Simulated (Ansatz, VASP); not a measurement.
Ge: VASP beside Ansatz

Contents of INCAR:

```
SYSTEM = Ge
PREC = Accurate
ENCUT = 520
EDIFF = 1E-7
ISMEAR = 0
SIGMA = 0.15
LREAL = .False.
LASPH = .True.
NELM = 80
ALGO = Fast
ISIF = 2
LWAVE = .False.
LCHARG = .False.
GGA = CA
NBANDS = 66
```

Contents of KPOINTS:

```
Automatic mesh
0
Gamma
  9 9 9
  0 0 0
```

POSCAR

```
Ge
1.0
    4.6361000000      2.6766535830      1.7037333333
   -4.6361000000      2.6766535830      1.7037333333
    0.0000000000     -5.3533071660      1.7037333333
Ge
8
Direct
    0.7160372200      0.7160372200      0.7160372200
    0.2839627800      0.2839627800      0.2839627800
    0.0289443367      0.7253625347      0.5322921797
    0.5322921797      0.0289443367      0.7253625347
    0.7253625347      0.5322921797      0.0289443367
    0.9710556633      0.2746374653      0.4677078203
    0.4677078203      0.9710556633      0.2746374653
    0.2746374653      0.4677078203      0.9710556633
```

Input for Ansatz:

```yaml
crystal:
  lattice:
    - [4.6361, 2.676653583, 1.7037333333]
    - [-4.6361, 2.676653583, 1.7037333333]
    - [0.0, -5.353307166, 1.7037333333]
  atoms:
    - { symbol: Ge, position: [0.71603722, 0.71603722, 0.71603722] }
    - { symbol: Ge, position: [0.28396278, 0.28396278, 0.28396278] }
    - { symbol: Ge, position: [0.0289443367, 0.7253625347, 0.5322921797] }
    - { symbol: Ge, position: [0.5322921797, 0.0289443367, 0.7253625347] }
    - { symbol: Ge, position: [0.7253625347, 0.5322921797, 0.0289443367] }
    - { symbol: Ge, position: [0.9710556633, 0.2746374653, 0.4677078203] }
    - { symbol: Ge, position: [0.4677078203, 0.9710556633, 0.2746374653] }
    - { symbol: Ge, position: [0.2746374653, 0.4677078203, 0.9710556633] }
basis:
  ecutwfc: 420
kpoints:
  mp_grid: { grid: [9, 9, 9] }
hamiltonian:
  xc: lda
  pseudopotentials: { kind: paw, azcp: { folder: soft_1 } }
scf:
  occupations: { method: gaussian, width: 0.15 }
output:
  forces: true
  stress: true
  eigenvalues: true
```

Alike in both runs: task single point; functional LDA; k mesh 9 × 9 × 9; occupations gaussian, width 0.15 eV; no spin polarisation.

|  | VASP | Ansatz |
| --- | --- | --- |
| version | VASP 6.6.1 | Ansatz 0.2.0 |
| potentials or method | VASP PAW LDA potentials, release 64 (Ge_d), cutoff 520 eV | scalar-relativistic, plane waves, PAW |
| valence electrons in the cell | 112 | 112 |

```tsv
	VASP	Ansatz	Ansatz less VASP
gap on the k mesh at the Fermi level (eV)	none	none	-
rms of the force components (eV/Å)	0.962	0.947	-0.0146
```

Ansatz warns that its potentials were made for another functional, while VASP's fit it. LDA's correlation is that of Perdew and Zunger in VASP and of Perdew and Wang (1992) in Ansatz. Atom by atom the forces differ by 0.015 eV/Å (rms over components). A gap of «none» marks a metal or a gap that the smearing closes.
